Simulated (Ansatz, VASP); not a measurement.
**TlPt: VASP beside Ansatz**

Contents of POSCAR:

```
TlPt
1.0
    6.5146327026      0.0000000000      0.0000000000
   -3.2573163513      5.6418374167      0.0000000000
    0.0000000000      0.0000000000      3.9265257473
Tl Pt
3 3
Direct
    0.5000000000      0.0000000000      0.0000000000
    0.5000000000      0.5000000000      0.0000000000
    0.0000000000      0.5000000000      0.0000000000
    0.0000000000      0.0000000000      0.0000000000
    0.3333333333      0.6666666667      0.5000000000
    0.6666666667      0.3333333333      0.5000000000
```

INCAR.step1

```
SYSTEM = TlPt
ALGO = Normal
EDIFF = 1E-4
ENCUT = 520
GGA = PE
ISMEAR = 0
LASPH = .TRUE.
LCHARG = .FALSE.
LREAL = .FALSE.
LWAVE = .TRUE.
NBANDS = 44
NELM = 100
PREC = Accurate
SIGMA = 0.05
```

INCAR.step2

```
SYSTEM = TlPt
ALGO = Normal
EDIFF = 1E-6
ENCUT = 520
ISIF = 2
ISMEAR = 0
ISTART = 1
LASPH = .TRUE.
LCHARG = .FALSE.
LMIXTAU = .TRUE.
LREAL = .FALSE.
LWAVE = .FALSE.
METAGGA = R2SCAN
NBANDS = 44
NELM = 100
PREC = Accurate
SIGMA = 0.05
```

KPOINTS

```
k-points
0
G
  6 6 8
  0 0 0
```

Input for Ansatz:

```yaml
crystal:
  lattice:
    - [6.514632702556, 0.0, 0.0]
    - [-3.257316351278, 5.641837416738, 0.0]
    - [0.0, 0.0, 3.9265257473]
  atoms:
    - { symbol: Tl, position: [0.5, 0.0, 0.0] }
    - { symbol: Tl, position: [0.5, 0.5, 0.0] }
    - { symbol: Tl, position: [0.0, 0.5, 0.0] }
    - { symbol: Pt, position: [0.0, 0.0, 0.0] }
    - { symbol: Pt, position: [0.3333333333333, 0.6666666666667, 0.5] }
    - { symbol: Pt, position: [0.6666666666667, 0.3333333333333, 0.5] }
basis:
  ecutwfc: 500
  ecutrho_ratio: 4
  xc_grid: 4
kpoints:
  mp_grid: { grid: [6, 6, 8] }
hamiltonian:
  xc: r2scan
scf:
  occupations: { method: gaussian, width: 0.05 }
output:
  forces: true
  stress: true
  write_density: true
  write_potential: true
  elf: true
  volumetric_format: npy
```

Alike in both runs: task single point; functional r2SCAN; k mesh 6 × 6 × 8; occupations gaussian, width 0.05 eV; no spin polarisation.

|  | VASP | Ansatz |
| --- | --- | --- |
| version | VASP 6.6.1 | Ansatz 0.2.0 |
| potentials or method | VASP PAW PBE potentials, release 64 (Tl_d, Pt), cutoff 520 eV | scalar-relativistic, plane waves, PAW |
| valence electrons in the cell | 69 | 93 |

VASP gave:

```
gap on the k mesh at the Fermi level (eV)                     : none
pressure (GPa)                                                : 0.3
traceless stress, the component that is largest in VASP (GPa) : 0.12
```

Task: Estimate Ansatz's values.

Result: gap on the k mesh at the Fermi level (eV): none; pressure (GPa): 0.0; traceless stress, the component that is largest in VASP (GPa): 0.07.

VASP's potentials were made for PBE, not for r2SCAN. A gap of «none» marks a metal or a gap that the smearing closes. The functional is the same, so the differences come from potentials, cutoffs and numerics. VASP's potentials hold 69 valence electrons a cell and Ansatz's 93, so a difference there can come from the potentials and not from the codes.

Spin-orbit coupling is off throughout.
